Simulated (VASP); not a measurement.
# GaP (F-43m) in VASP: a series of runs

The runs below take GaP through single point, relaxation of cell and atoms, with PBEsol.

All numbers are computed with VASP 6.6.1; they aren't measurements. Logs are shortened: lines on timing, memory, paths and dates and some standing lists are left out, and cuts for length are marked.

**Experimental background.**

“Stacking defects in GaP nanowires: Electronic structure and optical properties”, 2018, arxiv:1810.01194 quotes, for a bulk crystal of GaP at 10 K: band gap 2.34 eV (indirect).

The runs below are set against these values where they give the same quantity.

### 1 The cell of the first run

It takes space group F-43m (No. 216, cubic). The conventional cell has a = 5.439 Å, b = 5.439 Å, c = 5.439 Å, α = 90.00°, β = 90.00°, γ = 90.00°. Within 3.1 Å of Ga (site symmetry -43m) lie 4 P at 2.36 Å. Within 3.1 Å of P (site symmetry -43m) lie 4 Ga at 2.36 Å.

### 2 Single point, PBEsol

Input file INCAR:

```
SYSTEM = GaP
ALGO = Normal
EDIFF = 1E-7
ENCUT = 520
GGA = PS
ISIF = 2
ISMEAR = 0
LASPH = .TRUE.
LCHARG = .FALSE.
LREAL = .FALSE.
LWAVE = .FALSE.
NBANDS = 16
NELM = 60
PREC = Accurate
SIGMA = 0.02
```

Input file KPOINTS:

```
k-points
0
G
  8 8 8
  0 0 0
```

Input file POSCAR:

```
GaP
1.0
    0.0000000000      2.7194378942      2.7194378942
    2.7194378942      0.0000000000      2.7194378942
    2.7194378942      2.7194378942      0.0000000000
Ga P
1 1
Direct
    0.0000000000      0.0000000000      0.0000000000
    0.7500000000      0.7500000000      0.7500000000
```

Potentials or basis: VASP PAW PBE potentials, release 64 (Ga_d, P).

Command:

```bash
$ cat potpaw_PBE.64/Ga_d/POTCAR potpaw_PBE.64/P/POTCAR > POTCAR
$ mpirun -np 1 vasp_std > vasp.out
```

OUTCAR:

```text
SYSTEM = GaP
   EDIFF = 1E-7
   ENCUT = 520
   GGA = PS
   ISIF = 2
   ISMEAR = 0
   LASPH = .TRUE.
   LREAL = .FALSE.
   NELM = 60
   PREC = Accurate

 ion  position               nearest neighbor table
   1  0.000  0.000  0.000-   2 2.36   2 2.36   2 2.36   2 2.36
   2  0.750  0.750  0.750-   1 2.36   1 2.36   1 2.36   1 2.36

  LATTYP: Found a face centered cubic cell.
 ALAT       =     5.4388757884

  Lattice vectors:

 A1 = (   0.0000000000,   2.7194378942,   2.7194378942)
 A2 = (   2.7194378942,   0.0000000000,   2.7194378942)
 A3 = (   2.7194378942,   2.7194378942,   0.0000000000)

Analysis of symmetry for initial positions (statically):
=====================================================================
 Subroutine PRICEL returns:
 Original cell was already a primitive cell.

 Routine SETGRP: Setting up the symmetry group for a
 face centered cubic supercell.

 Subroutine GETGRP returns: Found 24 space group operations
 (whereof 24 operations were pure point group operations)
 out of a pool of 48 trial point group operations.

The static configuration has the point symmetry T_d .

Analysis of symmetry for dynamics (positions and initial velocities):
=====================================================================
 Subroutine PRICEL returns:
 Original cell was already a primitive cell.

 Routine SETGRP: Setting up the symmetry group for a
 face centered cubic supercell.

 Subroutine GETGRP returns: Found 24 space group operations
 (whereof 24 operations were pure point group operations)
 out of a pool of 48 trial point group operations.

The dynamic configuration has the point symmetry T_d .

 Subroutine INISYM returns: Found 24 space group operations
 (whereof 24 operations are pure point group operations),
 and found     1 'primitive' translations

----------------------------------------------------------------------------------------

                                     Primitive cell

  volume of cell :      40.2223

  direct lattice vectors                    reciprocal lattice vectors
     0.000000000  2.719437894  2.719437894    -0.183861526  0.183861526  0.183861526
     2.719437894  0.000000000  2.719437894     0.183861526 -0.183861526  0.183861526
     2.719437894  2.719437894  0.000000000     0.183861526  0.183861526 -0.183861526

  length of vectors
     3.845865952  3.845865952  3.845865952     0.318457504  0.318457504  0.318457504

  position of ions in fractional coordinates (direct lattice)
     0.000000000  0.000000000  0.000000000
     0.750000000  0.750000000  0.750000000

  ion indices of the primitive-cell ions
   primitive index   ion index
                 1           1
                 2           2

----------------------------------------------------------------------------------------

 KPOINTS: k-points

Automatic generation of k-mesh.
 Grid dimensions read from file:
 generate k-points for:    8    8    8

 Generating k-lattice:

  Cartesian coordinates                     Fractional coordinates (reciprocal lattice)
    -0.022982691  0.022982691  0.022982691     0.125000000  0.000000000  0.000000000
     0.022982691 -0.022982691  0.022982691     0.000000000  0.125000000  0.000000000
     0.022982691  0.022982691 -0.022982691     0.000000000  0.000000000  0.125000000

  Length of vectors
     0.039807188  0.039807188  0.039807188

  Shift w.r.t. Gamma in fractional coordinates (k-lattice)
     0.000000000  0.000000000  0.000000000

 Subroutine IBZKPT returns following result:
 ===========================================

 Found     29 irreducible k-points:

 Following reciprocal coordinates:
            Coordinates               Weight
  0.000000  0.000000  0.000000      1.000000
  0.125000  0.000000  0.000000      8.000000
  0.250000  0.000000  0.000000      8.000000
  0.375000  0.000000  0.000000      8.000000
  0.500000  0.000000  0.000000      4.000000
  0.125000  0.125000  0.000000      6.000000
[... 16 lines left out ...]
  0.500000  0.250000  0.125000     48.000000
 -0.375000  0.250000  0.125000     24.000000
 [... further k-points ...]
   k-points           NKPTS =     29   k-points in BZ     NKDIM =     29   number of bands    NBANDS=     16
   number of dos      NEDOS =    301   number of ions     NIONS =      2
   total plane-waves  NPLWV =  27000
   dimension x,y,z NGX =    30 NGY =   30 NGZ =   30
   dimension x,y,z NGXF=    60 NGYF=   60 NGZF=   60
   ions per type =               1   1
   NGX,Y,Z   is equivalent  to a cutoff of  12.97, 12.97, 12.97 a.u.
   NGXF,Y,Z  is equivalent  to a cutoff of  25.94, 25.94, 25.94 a.u.
 SYSTEM =  GaP
   PREC   = accura    normal or accurate (medium, high low for compatibility)
   ISTART =      0    job   : 0-new  1-cont  2-samecut
   ICHARG =      2    charge: 1-file 2-atom 10-const
   ISPIN  =      1    spin polarized calculation?
   LNONCOLLINEAR =      F non collinear calculations
   LSORBIT =      F    spin-orbit coupling
   LASPH  =      T    aspherical Exc in radial PAW
   ENCUT  =  520.0 eV  38.22 Ry    6.18 a.u.   7.15  7.15  7.15*2*pi/ulx,y,z
   NELM   =     60;   NELMIN=  2; NELMDL= -5     # of ELM steps
   EDIFF  = 0.1E-06   stopping-criterion for ELM
   LREAL  =      F    real-space projection
   EDIFFG = 0.1E-05   stopping-criterion for IOM
   NSW    =      0    number of steps for IOM
   IBRION =     -1    ionic relax: 0-MD 1-quasi-New 2-CG
   NFREE  =      0    steps in history (QN), initial steepest desc. (CG)
   ISIF   =      2    stress and relaxation
   ISYM   =      2    0-nonsym 1-usesym 2-fastsym
   POTIM  = 0.5000    time-step for ionic-motion
   TEBEG  =    0.0;   TEEND  =   0.0 temperature during run
   PSTRESS=    0.0 pullay stress
   NELECT =      18.0000    total number of electrons
   NUPDOWN=      -1.0000    fix difference up-down
   EMIN   =  10.00;   EMAX   =-10.00  energy-range for DOS
   EFERMI =   0.00;   METHOD = LEGACY
   ISMEAR =     0;   SIGMA  =   0.02  broadening in eV -4-tet -1-fermi 0-gaus
   EFERMI_NEDOS =   21; number of points for ismear=-14 and -15
   IALGO  =     38    algorithm
   IMIX   =      4    mixing-type and parameters
     AMIX     =   0.40;   BMIX     =  1.00
     AMIX_MAG =   1.60;   BMIX_MAG =  1.00
  volume/ion in A,a.u.               =      20.11       135.72
  Fermi-wavevector in a.u.,A,eV,Ry     =   1.252208  2.366330 21.334278  1.568025
  Thomas-Fermi vector in A             =   2.386119
   LORBIT       =      0    0 simple, 1 ext, 2 COOP (PROOUT), +10 PAW based schemes
   GGA     = PS    functional components
   LHFCALC =     F    Hartree Fock is set to
   AEXX    =    0.0000 exact exchange contribution
   IVDW    =     0    specifies the selected vdW correction
   LEPSILON=     F    determine dielectric tensor
   LRPA    =     F    only Hartree local field effects (RPA)
 non-spin polarized calculation
 Gauss-broadening in eV      SIGMA  =   0.02
  energy-cutoff  :      520.00
  volume of cell :       40.22
 maximum number of plane-waves:      1106
 NGX is ok and might be reduce to    30
   NGX = 15   NGY = 15   NGZ = 15

 number of electron      17.9999988 magnetization

 Free energy of the ion-electron system (eV)
  ---------------------------------------------------
  ext. energy  EPLUGINS =         0.00000000
  ---------------------------------------------------
  free energy    TOTEN  =        -9.92108916 eV

  energy without entropy =       -9.92108916  energy(sigma->0) =       -9.92108916

 E-fermi :   4.7569     XC(G=0): -10.0501

 val. band max:        4.6343747639   @ k =   0.0000   0.0000   0.0000
 cond. band min:       6.1377527561   @ k =   0.5000   0.5000   0.0000
 fundamental gap:      1.5033779922
 Fermi energy:         4.7568677686

 k-point     1 :       0.0000    0.0000    0.0000
  band No.  band energies     occupation
      1      -9.9178      2.00000
      2      -9.9178      2.00000
      3      -9.9178      2.00000
      4      -9.8151      2.00000
      5      -9.8151      2.00000
      6      -7.9383      2.00000
[... 8 lines left out ...]
     15      14.4151      0.00000
     16      14.4151      0.00000

 k-point     2 :       0.1250    0.0000    0.0000
  band No.  band energies     occupation
      1      -9.9322      2.00000
      2      -9.9130      2.00000
      3      -9.9130      2.00000
      4      -9.8152      2.00000
      5      -9.8152      2.00000
      6      -7.7328      2.00000
[... 8 lines left out ...]
     15      13.7538      0.00000
     16      14.1504      0.00000

 k-point     3 :       0.2500    0.0000    0.0000
  band No.  band energies     occupation
      1      -9.9635      2.00000
      2      -9.9026      2.00000
      3      -9.9026      2.00000
      4      -9.8139      2.00000
      5      -9.8139      2.00000
      6      -7.1498      2.00000
[... 8 lines left out ...]
     15      13.5601      0.00000
     16      14.3649      0.00000

 k-point     4 :       0.3750    0.0000    0.0000
  band No.  band energies     occupation
      1      -9.9915      2.00000
      2      -9.8947      2.00000
      3      -9.8947      2.00000
      4      -9.8100      2.00000
      5      -9.8100      2.00000
      6      -6.3327      2.00000
[... 8 lines left out ...]
     15      14.7778      0.00000
     16      14.7778      0.00000
[... 324 lines left out ...]
 k-point    22 :       0.3750    0.2500    0.1250
  band No.  band energies     occupation
      1      -9.9871      2.00000
      2      -9.8904      2.00000
      3      -9.8862      2.00000
      4      -9.8265      2.00000
      5      -9.8058      2.00000
      6      -6.6540      2.00000
[... 8 lines left out ...]
     15      15.7329      0.00000
     16      16.9416      0.00000

 k-point    23 :       0.5000    0.2500    0.1250
  band No.  band energies     occupation
      1     -10.0029      2.00000
      2      -9.8866      2.00000
      3      -9.8768      2.00000
      4      -9.8244      2.00000
      5      -9.8059      2.00000
      6      -5.8830      2.00000
[... 8 lines left out ...]
     15      16.1115      0.00000
     16      17.4056      0.00000

 k-point    24 :      -0.3750    0.2500    0.1250
  band No.  band energies     occupation
      1     -10.0086      2.00000
      2      -9.8861      2.00000
      3      -9.8735      2.00000
      4      -9.8207      2.00000
      5      -9.8076      2.00000
      6      -5.4124      2.00000
[... 8 lines left out ...]
     15      16.5567      0.00000
     16      17.1100      0.00000

 [... further k-points ...]

------------------------ aborting loop because EDIFF is reached ----------------------------------------

  FORCE on cell =-STRESS in cart. coord.  units (eV):
  Direction    XX          YY          ZZ          XY          YZ          ZX
  --------------------------------------------------------------------------------------
  -------------------------------------------------------------------------------------
  Total       -0.0192043     -0.0192043     -0.0192043      0.0000000      0.0000000      0.0000000
  in kB       -0.7649664     -0.7649664     -0.7649664      0.0000000      0.0000000      0.0000000
  external PRESSURE =      -0.7649664 kB  Pullay stress =       0.0000000 kB

 VOLUME and BASIS-vectors are now :
 -----------------------------------------------------------------------------
  energy-cutoff  :      520.00
  volume of cell :       40.22
      direct lattice vectors                 reciprocal lattice vectors
     0.000000000  2.719437894  2.719437894    -0.183861526  0.183861526  0.183861526
     2.719437894  0.000000000  2.719437894     0.183861526 -0.183861526  0.183861526
     2.719437894  2.719437894  0.000000000     0.183861526  0.183861526 -0.183861526

 POSITION                                       TOTAL-FORCE (eV/Angst)
 -----------------------------------------------------------------------------------
      0.00000      0.00000      0.00000         0.000000      0.000000      0.000000
      4.07916      4.07916      4.07916        -0.000000     -0.000000     -0.000000
 -----------------------------------------------------------------------------------
    total drift:                               -0.000000     -0.000000     -0.000000

  FREE ENERGIE OF THE ION-ELECTRON SYSTEM (eV)
  ---------------------------------------------------
  free  energy   TOTEN  =        -9.9210891604 eV

  energy  without entropy=       -9.9210891604  energy(sigma->0) =       -9.92108916
```

Wall time 14 s (1 thread of AMD EPYC 9R45 (Zen 5), shared host); peak memory 0.14 GiB.

What came out:

```yaml
Free_energy: -9.9211 eV
Pressure: -0.1 GPa
Band_gap_on_the_k_mesh: 1.50 eV, indirect (least direct gap 1.80 eV)
```

Caveat: the PAW data sets were made with another functional, which shifts forces and pressure a little.

### 3 Single point, PBEsol

Input file INCAR:

```
ALGO     = Normal         # electronic algorithm
EDIFF    = 1E-6           # SCF threshold, eV
ENCUT    = 520            # plane-wave cutoff, eV
GGA      = PS             # functional
ISIF     = 2              # what is computed and relaxed
ISMEAR   = 0              # smearing method
LASPH    = True           # aspherical terms in the spheres
LCHARG   = False          # write CHGCAR
LREAL    = False          # projectors in reciprocal space
LWAVE    = False          # write WAVECAR
NBANDS   = 16             # bands
NELM     = 60             # most SCF steps
PREC     = Accurate       # precision mode
SIGMA    = 0.05           # smearing width, eV
```

Input file KPOINTS:

```
k-points
0
Gamma
  10 10 10
```

POSCAR is that of step 2.

Potentials or basis: VASP PAW PBE potentials, release 64 (Ga_d, P).

Command:

```bash
$ cat potpaw_PBE.64/Ga_d/POTCAR potpaw_PBE.64/P/POTCAR > POTCAR
$ mpirun -np 1 vasp_std > vasp.out
```

Run time: 18 s. Hardware: 1 thread of AMD EPYC 9R45 (Zen 5), shared host; peak memory 0.15 GiB.

The run converged. Its results:

| Item | Value |
| --- | --- |
| Free energy | -9.9233 eV |
| Pressure | -0.1 GPa |
| Band gap on the k mesh | 1.47 eV, indirect (least direct gap 1.80 eV) |

Levels at points of the mesh, in eV from the valence-band top:
```
           k point  band 5  band 6  band 7  band 8  band 9  band 10  band 11  band 12  band 13  band 14
(0.00, 0.00, 0.00)  -14.45  -12.57    0.00    0.00    0.00     1.80     3.83     3.83     3.83     8.59
(0.50, 0.00, 0.00)  -14.44  -10.46   -6.73   -1.14   -1.14     1.61     4.65     4.65     8.10    10.78
(0.50, 0.50, 0.00)  -14.43   -9.54   -6.84   -2.74   -2.74     1.50     1.71    10.60    10.60    11.14
```

Caveat: the PAW data sets were made with another functional, which shifts forces and pressure a little.

### 4 Relaxation of cell and atoms, PBEsol

This run uses another cell than the first one, of 20.24 Å³/atom, 1.006 times its volume.

Input file INCAR:

```
PREC = Accurate
ENCUT = 600
EDIFF = 1E-6
ISMEAR = 0
SIGMA = 0.02
LREAL = False
LASPH = True
NELM = 100
ALGO = Normal
ISIF = 3
LWAVE = False
LCHARG = False
GGA = PS
IBRION = 2
NSW = 100
EDIFFG = -0.005
```

Input file KPOINTS:

```
regular mesh
0
Gamma
  8 8 8
```

Input file POSCAR:

```
GaP
1.0
    0.0000000000      2.7252500000      2.7252500000
    2.7252500000      0.0000000000      2.7252500000
    2.7252500000      2.7252500000      0.0000000000
Ga P
1 1
Direct
    0.0000000000      0.0000000000      0.0000000000
    0.7500000000      0.7500000000      0.7500000000
```

Command:

```bash
$ cat potpaw_PBE.64/Ga_d/POTCAR potpaw_PBE.64/P/POTCAR > POTCAR
$ mpirun -np 1 vasp_std > vasp.out
```

Wall time 21 s (1 thread of AMD EPYC 9R45 (Zen 5), shared host); peak memory 0.16 GiB.

It converged, with:

| Quantity | Value |
| --- | --- |
| Free energy | -9.9212 eV |
| Relaxed volume | 20.09 Å³/atom |
| Relaxed cell | a = 3.844 Å, b = 3.844 Å, c = 3.844 Å, α = 60.00°, β = 60.00°, γ = 60.00° |
| Space group after relaxing (to 0.05 Å) | F-43m (No. 216) |
| Energy gained by relaxing | 0.3 meV/atom |
| Ionic steps | 3 |
| Pressure after relaxing | 0.0 GPa |
| Band gap on the k mesh | 1.50 eV, indirect (least direct gap 1.81 eV) |

Step by step:
| step | energy change (eV) | largest force (eV/Å) | pressure (GPa) | volume (Å³) |
| --- | --- | --- | --- | --- |
| 1 | 0.0000 | 0.0000 | -0.64 | 40.48 |
| 2 | -0.0004 | 0.0000 | 0.43 | 40.01 |
| 3 | -0.0006 | 0.0000 | -0.03 | 40.18 |

Final structure:
```
Ga P
1.0
     0.00000    2.71842    2.71842
     2.71842    0.00000    2.71842
     2.71842    2.71842    0.00000
Ga P
1 1
Direct
  0.00000 0.00000 0.00000
  0.75000 0.75000 0.75000
```

Levels at points of the mesh, in eV from the valence-band top:
```csv
k point,band 7,band 8,band 9,band 10,band 11,band 12
"(0.00, 0.00, 0.00)",0.00,0.00,0.00,1.81,3.82,3.82
"(0.50, 0.00, 0.00)",-6.74,-1.14,-1.14,1.61,4.65,4.65
"(0.50, 0.50, 0.00)",-6.84,-2.74,-2.74,1.50,1.71,10.61
```

Caveat: the PAW data sets were made with another functional, which shifts forces and pressure a little.

(Continued in part 2 of 2.)
